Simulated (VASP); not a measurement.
**NiO: single point with r2SCAN**

NiO:

```xyz
2
Lattice="0.0000 2.0850 2.0850 2.0850 0.0000 2.0850 2.0850 2.0850 0.0000" Properties=species:S:1:pos:R:3 pbc="T T T"
Ni    0.0000    0.0000    0.0000
O     2.0850    2.0850    2.0850
```

* Program: VASP 6.6.1
* Task: single point
* Functional: r2SCAN
* Potentials or basis: VASP PAW PBE potentials, release 64 (Ni, O)
* Cutoff: 660 eV
* k mesh: 2 × 2 × 2
* Occupations: fermi-dirac, width 0.1 eV
* Spin: collinear spin, ferromagnetic start
* Starting moments: [2.0, 0.0] μB
* Dipole correction: no
* Further INCAR settings: ALGO = Normal; EDIFF = 1e-06; NBANDS = 19

* Pressure: -16.2 GPa
* Band gap on the k mesh: zero (filled and empty bands overlap)
* Net moment: 0.00 μB per cell
* Valence electrons inside the program's atomic spheres: Ni 9.10; O 4.98

Levels at points of the mesh, in eV from the Fermi level:
Spin up:
```
           k point  band 6  band 7  band 8  band 9  band 10  band 11  band 12  band 13
(0.00, 0.00, 0.00)   -2.51   -2.51   -1.80   -1.80     1.46    17.91    19.15    19.15
(0.50, 0.00, 0.00)   -1.66   -1.32    0.96    0.96     5.56    10.21    14.32    14.32
(0.50, 0.50, 0.00)   -1.43   -1.43   -1.40   -0.87     6.40    10.71    12.35    17.14
```
Spin down:
| k point | band 6 | band 7 | band 8 | band 9 | band 10 | band 11 | band 12 | band 13 |
| --- | --- | --- | --- | --- | --- | --- | --- | --- |
| (0.00, 0.00, 0.00) | -2.51 | -2.51 | -1.80 | -1.80 | 1.46 | 17.91 | 19.15 | 19.15 |
| (0.50, 0.00, 0.00) | -1.66 | -1.32 | 0.96 | 0.96 | 5.56 | 10.21 | 14.32 | 14.32 |
| (0.50, 0.50, 0.00) | -1.43 | -1.43 | -1.40 | -0.87 | 6.40 | 10.71 | 12.35 | 17.14 |

Wall time 24 s on 1 thread of AMD EPYC 7R43 64-Core Processor (Zen 3), on a shared host, peak memory 0.14 GiB.

Caveat: the k points lie up to 1.30 Å⁻¹ apart; the starting moments collapsed, and a magnetic state may lie lower; the PAW data sets were made with another functional, which shifts forces and pressure a little; semilocal functionals often make such compounds metallic where correlation or magnetic order opens a gap, which also shifts bond lengths. With open d or f shells a metallic result of r2SCAN can be an artefact of self-interaction; +U or a hybrid may open a gap.
